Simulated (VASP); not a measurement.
Wanted: the native input for a VASP 6.6.1 run.

```
Task                   : single point
Functional             : r2SCAN
Potentials or basis    : VASP PAW PBE potentials, release 64 (Hf_pv, B)
Cutoff                 : 520 eV
k mesh                 : 12 × 12 × 10
Occupations            : fermi-dirac, width 0.1 eV
Spin                   : no spin polarisation
Dipole correction      : no
Further INCAR settings : ALGO = Normal; EDIFF = 1e-06; NBANDS = 15
```

HfB2:

```
CELL_PARAMETERS angstrom
3.17689 0.00000 0.00000
-1.58844 2.75127 0.00000
0.00000 0.00000 3.52788
ATOMIC_POSITIONS crystal
Hf 0.00000 0.00000 0.00000
B 0.33333 0.66667 0.50000
B 0.66667 0.33333 0.50000
```

One way to write it, as run:

POSCAR

```
HfB2
1.0
    3.1768890006      0.0000000000      0.0000000000
   -1.5884445003      2.7512665795      0.0000000000
    0.0000000000      0.0000000000      3.5278766600
Hf B
1 2
Direct
    0.0000000000      0.0000000000      0.0000000000
    0.3333333333      0.6666666667      0.5000000000
    0.6666666667      0.3333333333      0.5000000000
```

INCAR.step1

```
PREC = Accurate
ENCUT = 520
ISMEAR = -1
SIGMA = 0.1
LREAL = False
LASPH = True
NELM = 100
NBANDS = 15
GGA = PE
ALGO = Normal
EDIFF = 1E-4
LWAVE = True
LCHARG = False
```

INCAR.step2

```
PREC = Accurate
ENCUT = 520
EDIFF = 1E-6
ISMEAR = -1
SIGMA = 0.1
LREAL = False
LASPH = True
NELM = 100
ALGO = Normal
ISIF = 2
LWAVE = False
LCHARG = False
METAGGA = R2SCAN
LMIXTAU = True
NBANDS = 15
ISTART = 1
```

KPOINTS

```
regular mesh
0
Gamma
  12 12 10
```

Potentials or basis: VASP PAW PBE potentials, release 64 (Hf_pv, B).

Launch:

```sh
$ cat potpaw_PBE.64/Hf_pv/POTCAR potpaw_PBE.64/B/POTCAR > POTCAR
$ cp INCAR.step1 INCAR
$ mpirun -np 1 vasp_std > vasp.out
$ cp INCAR.step2 INCAR
$ mpirun -np 1 vasp_std > vasp.out
```

Results of the run:

```json
{
 "Pressure": "-10.1 GPa",
 "Band gap on the k mesh": "zero (band 8 reaches 8.20 eV, above the bottom of band 9 at 6.82 eV)"
}
```

Caveat: the PAW data sets were made with another functional, which shifts forces and pressure a little; spin-orbit coupling is left out, which moves the levels of the heavy elements.

Run time: 110 s on 1 thread of Intel Xeon 6975P-C, on a shared host, peak memory 0.19 GiB.
